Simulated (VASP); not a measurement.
# RbBr (I4/mmm) in VASP: a series of runs

Runs on RbBr. Level: PBEsol. Tasks: single point.

Everything below comes from runs of VASP 6.6.1. Logs are shortened: lines on timing, memory, paths and dates and some standing lists are left out, and cuts for length are marked.

## 1. The cell of the first run

It takes space group I4/mmm (No. 139, tetragonal). The conventional cell has a = 4.847 Å, b = 4.847 Å, c = 6.512 Å, α = 90.00°, β = 90.00°, γ = 90.00°. Within 4.3 Å of Rb (site symmetry 4/mmm) lie 6 Br at 3.26 to 3.43 Å. Br (site symmetry 4/mmm) has 6 Rb at 3.26 to 3.43 Å within 4.3 Å.

## 2. Single point, PBEsol (strain -0.0500 x Voigt [1, 0, 0, 0, 0, 0])

Input file INCAR:

```
SYSTEM = RbBr
  PREC = Accurate
  ENCUT = 520
  EDIFF = 1E-6
  ISMEAR = 0
  SIGMA = 0.05
  LREAL = .FALSE.
  LASPH = .TRUE.
  NELM = 80
  ALGO = Normal
  ISIF = 2
  LWAVE = .FALSE.
  LCHARG = .TRUE.
  GGA = PS
  LELF = .TRUE.
  LVHAR = .TRUE.
  NBANDS = 15
```

Input file KPOINTS:

```
Automatic mesh
0
G
  6 6 6
  0 0 0
```

Input file POSCAR:

```
RbBr
1.0
    0.0000000000      3.4275000000      3.4275000000
    3.2561250000      0.0000000000      3.4275000000
    3.2561250000      3.4275000000      0.0000000000
Rb Br
1 1
Direct
    0.0000000000      0.0000000000      0.0000000000
    0.5000000000      0.5000000000      0.5000000000
```

Potentials or basis: VASP PAW PBE potentials, release 64 (Rb_sv, Br).

Launch:

```sh
$ cat potpaw_PBE.64/Rb_sv/POTCAR potpaw_PBE.64/Br/POTCAR > POTCAR
$ mpirun -np 1 vasp_std > vasp.out
```

OUTCAR:

```text
SYSTEM = RbBr
   PREC = Accurate
   ENCUT = 520
   EDIFF = 1E-6
   ISMEAR = 0
   LREAL = .FALSE.
   LASPH = .TRUE.
   NELM = 80
   ISIF = 2
   GGA = PS

 ion  position               nearest neighbor table
   1  0.000  0.000  0.000-   2 3.26   2 3.26   2 3.43   2 3.43   2 3.43   2 3.43
   2  0.500  0.500  0.500-   1 3.26   1 3.26   1 3.43   1 3.43   1 3.43   1 3.43

  LATTYP: Found a body centered tetragonal cell.
 ALAT       =     4.8472169850
 C/A-ratio  =     1.3435028843

  Lattice vectors:

 A1 = (  -3.2561250000,   0.0000000000,  -3.4275000000)
 A2 = (  -3.2561250000,   0.0000000000,   3.4275000000)
 A3 = (   3.2561250000,   3.4275000000,   0.0000000000)

Analysis of symmetry for initial positions (statically):
=====================================================================
 Subroutine PRICEL returns:
 Original cell was already a primitive cell.

 Routine SETGRP: Setting up the symmetry group for a
 body centered tetragonal supercell.

 Subroutine GETGRP returns: Found 16 space group operations
 (whereof 16 operations were pure point group operations)
 out of a pool of 16 trial point group operations.

The static configuration has the point symmetry D_4h.

Analysis of symmetry for dynamics (positions and initial velocities):
=====================================================================
 Subroutine PRICEL returns:
 Original cell was already a primitive cell.

 Routine SETGRP: Setting up the symmetry group for a
 body centered tetragonal supercell.

 Subroutine GETGRP returns: Found 16 space group operations
 (whereof 16 operations were pure point group operations)
 out of a pool of 16 trial point group operations.

The dynamic configuration has the point symmetry D_4h.

 Subroutine INISYM returns: Found 16 space group operations
 (whereof 16 operations are pure point group operations),
 and found     1 'primitive' translations

----------------------------------------------------------------------------------------

                                     Primitive cell

  volume of cell :      76.5043

  direct lattice vectors                    reciprocal lattice vectors
     0.000000000  3.427500000  3.427500000    -0.153556758  0.145878920  0.145878920
     3.256125000  0.000000000  3.427500000     0.153556758 -0.145878920  0.145878920
     3.256125000  3.427500000  0.000000000     0.153556758  0.145878920 -0.145878920

  length of vectors
     4.847216985  4.727589900  4.727589900     0.257178920  0.257178920  0.257178920

  position of ions in fractional coordinates (direct lattice)
     0.000000000  0.000000000  0.000000000
     0.500000000  0.500000000  0.500000000

  ion indices of the primitive-cell ions
   primitive index   ion index
                 1           1
                 2           2

----------------------------------------------------------------------------------------

 KPOINTS: Automatic mesh

Automatic generation of k-mesh.
 Grid dimensions read from file:
 generate k-points for:    6    6    6

 Generating k-lattice:

  Cartesian coordinates                     Fractional coordinates (reciprocal lattice)
    -0.025592793  0.024313153  0.024313153     0.166666667  0.000000000  0.000000000
     0.025592793 -0.024313153  0.024313153     0.000000000  0.166666667  0.000000000
     0.025592793  0.024313153 -0.024313153     0.000000000  0.000000000  0.166666667

  Length of vectors
     0.042863153  0.042863153  0.042863153

  Shift w.r.t. Gamma in fractional coordinates (k-lattice)
     0.000000000  0.000000000  0.000000000

 Subroutine IBZKPT returns following result:
 ===========================================

 Found     30 irreducible k-points:

 Following reciprocal coordinates:
            Coordinates               Weight
  0.000000  0.000000  0.000000      1.000000
  0.166667  0.000000  0.000000      8.000000
  0.333333  0.000000  0.000000      8.000000
  0.500000  0.000000  0.000000      4.000000
  0.166667  0.166667  0.000000      4.000000
  0.333333  0.166667  0.000000     16.000000
[... 16 lines left out ...]
 -0.333333  0.500000  0.166667      4.000000
  0.333333 -0.333333  0.166667      8.000000
 [... further k-points ...]
   k-points           NKPTS =     30   k-points in BZ     NKDIM =     30   number of bands    NBANDS=     15
   number of dos      NEDOS =    301   number of ions     NIONS =      2
   total plane-waves  NPLWV =  46656
   dimension x,y,z NGX =    36 NGY =   36 NGZ =   36
   dimension x,y,z NGXF=    72 NGYF=   72 NGZF=   72
   ions per type =               1   1
   NGX,Y,Z   is equivalent  to a cutoff of  12.35, 12.66, 12.66 a.u.
   NGXF,Y,Z  is equivalent  to a cutoff of  24.69, 25.32, 25.32 a.u.
 SYSTEM =  RbBr
   PREC   = accura    normal or accurate (medium, high low for compatibility)
   ISTART =      0    job   : 0-new  1-cont  2-samecut
   ICHARG =      2    charge: 1-file 2-atom 10-const
   ISPIN  =      1    spin polarized calculation?
   LNONCOLLINEAR =      F non collinear calculations
   LSORBIT =      F    spin-orbit coupling
   LASPH  =      T    aspherical Exc in radial PAW
   ENCUT  =  520.0 eV  38.22 Ry    6.18 a.u.   9.01  8.79  8.79*2*pi/ulx,y,z
   NELM   =     80;   NELMIN=  2; NELMDL= -5     # of ELM steps
   EDIFF  = 0.1E-05   stopping-criterion for ELM
   LREAL  =      F    real-space projection
   EDIFFG = 0.1E-04   stopping-criterion for IOM
   NSW    =      0    number of steps for IOM
   IBRION =     -1    ionic relax: 0-MD 1-quasi-New 2-CG
   NFREE  =      0    steps in history (QN), initial steepest desc. (CG)
   ISIF   =      2    stress and relaxation
   ISYM   =      2    0-nonsym 1-usesym 2-fastsym
   POTIM  = 0.5000    time-step for ionic-motion
   TEBEG  =    0.0;   TEEND  =   0.0 temperature during run
   PSTRESS=    0.0 pullay stress
   NELECT =      16.0000    total number of electrons
   NUPDOWN=      -1.0000    fix difference up-down
   EMIN   =  10.00;   EMAX   =-10.00  energy-range for DOS
   EFERMI =   0.00;   METHOD = LEGACY
   ISMEAR =     0;   SIGMA  =   0.05  broadening in eV -4-tet -1-fermi 0-gaus
   EFERMI_NEDOS =   21; number of points for ismear=-14 and -15
   IALGO  =     38    algorithm
   IMIX   =      4    mixing-type and parameters
     AMIX     =   0.40;   BMIX     =  1.00
     AMIX_MAG =   1.60;   BMIX_MAG =  1.00
  volume/ion in A,a.u.               =      38.25       258.14
  Fermi-wavevector in a.u.,A,eV,Ry     =   0.971746  1.836334 12.847853  0.944291
  Thomas-Fermi vector in A             =   2.101988
   LORBIT       =      0    0 simple, 1 ext, 2 COOP (PROOUT), +10 PAW based schemes
   GGA     = PS    functional components
   LHFCALC =     F    Hartree Fock is set to
   AEXX    =    0.0000 exact exchange contribution
   IVDW    =     0    specifies the selected vdW correction
   LEPSILON=     F    determine dielectric tensor
   LRPA    =     F    only Hartree local field effects (RPA)
 non-spin polarized calculation
 Gauss-broadening in eV      SIGMA  =   0.05
  energy-cutoff  :      520.00
  volume of cell :       76.50
 maximum number of plane-waves:      2079
   NGX = 17   NGY = 17   NGZ = 17

 number of electron      16.0000001 magnetization

 Free energy of the ion-electron system (eV)
  ---------------------------------------------------
  ext. energy  EPLUGINS =         0.00000000
  ---------------------------------------------------
  free energy    TOTEN  =        -6.32907671 eV

  energy without entropy =       -6.32907671  energy(sigma->0) =       -6.32907671

 E-fermi :  -1.3701     XC(G=0):  -7.6151

 val. band max:       -1.5838027833   @ k =   0.0000   0.0000   0.0000
 cond. band min:       2.6752141542   @ k =   0.0000   0.0000   0.0000
 fundamental gap:      4.2590169375
 Fermi energy:        -1.3700763579

 k-point     1 :       0.0000    0.0000    0.0000
  band No.  band energies     occupation
      1     -25.8953      2.00000
      2     -13.8979      2.00000
      3     -10.0106      2.00000
      4      -9.9825      2.00000
      5      -9.9825      2.00000
      6      -1.6724      2.00000
      7      -1.6724      2.00000
      8      -1.5838      2.00000
      9       2.6752      0.00000
     10       5.4484      0.00000
     11       5.4484      0.00000
     12       5.7839      0.00000
     13       6.3422      0.00000
     14       6.6518      0.00000
     15       9.2718      0.00000

 k-point     2 :       0.1667    0.0000    0.0000
  band No.  band energies     occupation
      1     -25.8921      2.00000
      2     -13.9137      2.00000
      3      -9.9977      2.00000
      4      -9.9881      2.00000
      5      -9.9744      2.00000
      6      -1.9918      2.00000
      7      -1.7773      2.00000
      8      -1.7362      2.00000
      9       3.3558      0.00000
     10       5.4051      0.00000
     11       5.8106      0.00000
     12       6.0189      0.00000
     13       6.7709      0.00000
     14       7.1271      0.00000
     15      10.3386      0.00000

 k-point     3 :       0.3333    0.0000    0.0000
  band No.  band energies     occupation
      1     -25.8855      2.00000
      2     -13.9449      2.00000
      3      -9.9992      2.00000
      4      -9.9964      2.00000
      5      -9.9334      2.00000
      6      -2.5347      2.00000
      7      -1.9717      2.00000
      8      -1.9651      2.00000
      9       4.6145      0.00000
     10       5.6408      0.00000
     11       6.8133      0.00000
     12       6.9415      0.00000
     13       7.8396      0.00000
     14       8.2969      0.00000
     15      10.0948      0.00000
[... 343 lines left out ...]
 k-point    23 :      -0.3333    0.5000    0.1667
  band No.  band energies     occupation
      1     -25.8789      2.00000
      2     -13.8574      2.00000
      3     -10.1815      2.00000
      4     -10.1437      2.00000
      5      -9.9920      2.00000
      6      -2.1259      2.00000
      7      -2.0886      2.00000
      8      -1.8433      2.00000
      9       4.5287      0.00000
     10       6.2108      0.00000
     11       6.3969      0.00000
     12       7.4306      0.00000
     13       8.2578      0.00000
     14       9.4986      0.00000
     15       9.8667      0.00000

 k-point    24 :       0.3333   -0.3333    0.1667
  band No.  band energies     occupation
      1     -25.8801      2.00000
      2     -13.9115      2.00000
      3     -10.1008      2.00000
      4     -10.0944      2.00000
      5      -9.9271      2.00000
      6      -2.4164      2.00000
      7      -2.0556      2.00000
      8      -2.0427      2.00000
      9       5.4268      0.00000
     10       5.6690      0.00000
     11       6.8943      0.00000
     12       7.1684      0.00000
     13       8.6030      0.00000
     14       9.5282      0.00000
     15       9.7834      0.00000

 [... further k-points ...]
[... 5 lines left out ...]
  --------------------------------------------------------------------------------------
  -------------------------------------------------------------------------------------
  Total        1.1441582      0.0921136      0.0921136      0.0000000      0.0000000      0.0000000
  in kB       23.9613166      1.9290713      1.9290713      0.0000000      0.0000000      0.0000000
  external PRESSURE =       9.2731531 kB  Pullay stress =       0.0000000 kB

 VOLUME and BASIS-vectors are now :
 -----------------------------------------------------------------------------
  energy-cutoff  :      520.00
  volume of cell :       76.50
      direct lattice vectors                 reciprocal lattice vectors
     0.000000000  3.427500000  3.427500000    -0.153556758  0.145878920  0.145878920
     3.256125000  0.000000000  3.427500000     0.153556758 -0.145878920  0.145878920
     3.256125000  3.427500000  0.000000000     0.153556758  0.145878920 -0.145878920

 POSITION                                       TOTAL-FORCE (eV/Angst)
 -----------------------------------------------------------------------------------
      0.00000      0.00000      0.00000         0.000000      0.000000      0.000000
      3.25612      3.42750      3.42750        -0.000000      0.000000      0.000000
 -----------------------------------------------------------------------------------
    total drift:                                0.000000      0.000000      0.000000

  FREE ENERGIE OF THE ION-ELECTRON SYSTEM (eV)
  ---------------------------------------------------
  free  energy   TOTEN  =        -6.3290767053 eV

  energy  without entropy=       -6.3290767053  energy(sigma->0) =       -6.32907671
```

Run time: 43 s. Hardware: 1 thread of Intel Xeon Platinum 8259CL at 2.50GHz (Skylake/Cascade Lake), shared host; peak memory 0.21 GiB.

Results:

```yaml
Free_energy: -6.3291 eV
Pressure: 0.9 GPa
Band_gap_on_the_k_mesh: 4.26 eV, direct
```

Levels at points of the mesh, in eV from the valence-band top:
```csv
k point,band 6,band 7,band 8,band 9,band 10,band 11
"(0.00, 0.00, 0.00)",-0.09,-0.09,0.00,4.26,7.03,7.03
"(0.50, 0.00, 0.00)",-1.18,-0.49,-0.48,6.72,7.70,9.50
"(0.50, 0.50, 0.00)",-0.60,-0.23,-0.16,5.39,7.11,9.16
"(0.00, 0.50, 0.50)",-0.46,-0.27,-0.27,5.32,7.20,9.27
```

Caveat: the cell differs from its parent crystal (strain -0.0500 x Voigt [1, 0, 0, 0, 0, 0]); the PAW data sets were made with another functional, which shifts forces and pressure a little.

## 3. Single point, PBEsol (strain +0.0750 x Voigt [1, 0, 0, 0, 0, 0])

Input file INCAR:

```
PREC = Accurate
ENCUT = 520
EDIFF = 1E-6
ISMEAR = 0
SIGMA = 0.05
LREAL = F
LASPH = T
NELM = 100
ALGO = Normal
ISIF = 2
LWAVE = F
LCHARG = F
GGA = PS
NBANDS = 15
```

Input file KPOINTS:

```
Automatic mesh
0
Gamma
  6 6 6
```

Input file POSCAR:

```
RbBr
1.0
    0.0000000000      3.4275000000      3.4275000000
    3.6845625000      0.0000000000      3.4275000000
    3.6845625000      3.4275000000      0.0000000000
Rb Br
1 1
Direct
    0.0000000000      0.0000000000      0.0000000000
    0.5000000000      0.5000000000      0.5000000000
```

Potentials or basis: VASP PAW PBE potentials, release 64 (Rb_sv, Br).

Launch:

```sh
$ cat potpaw_PBE.64/Rb_sv/POTCAR potpaw_PBE.64/Br/POTCAR > POTCAR
$ mpirun -np 1 vasp_std > vasp.out
```

It took 39 s on 1 thread of Intel Xeon Platinum 8259CL at 2.50GHz (Skylake/Cascade Lake), shared host; peak memory 0.24 GiB.

Results (log left out):

```
Free energy            : -6.3223 eV
Pressure               : -0.7 GPa
Band gap on the k mesh : 4.04 eV, direct
```

Stress tensor (GPa, compression positive):
```
-1.44  0.00  0.00
 0.00 -0.30  0.00
 0.00  0.00 -0.30
```

Levels at points of the mesh, in eV from the valence-band top:
```
           k point  band 4  band 5  band 6  band 7  band 8  band 9  band 10  band 11  band 12  band 13
(0.00, 0.00, 0.00)   -8.61   -8.61   -0.05    0.00    0.00    4.04     6.90     7.32     7.32     7.86
(0.50, 0.00, 0.00)   -8.60   -8.56   -0.92   -0.34   -0.32    6.48     7.33     9.17     9.27     9.60
(0.50, 0.50, 0.00)   -8.68   -8.66   -0.44   -0.20   -0.19    5.55     6.79     8.77     9.05     9.13
(0.00, 0.50, 0.50)   -8.65   -8.65   -0.54   -0.13   -0.13    5.60     6.68     8.46     8.91     9.09
```

Caveat: the cell differs from its parent crystal (strain +0.0750 x Voigt [1, 0, 0, 0, 0, 0]); the PAW data sets were made with another functional, which shifts forces and pressure a little.
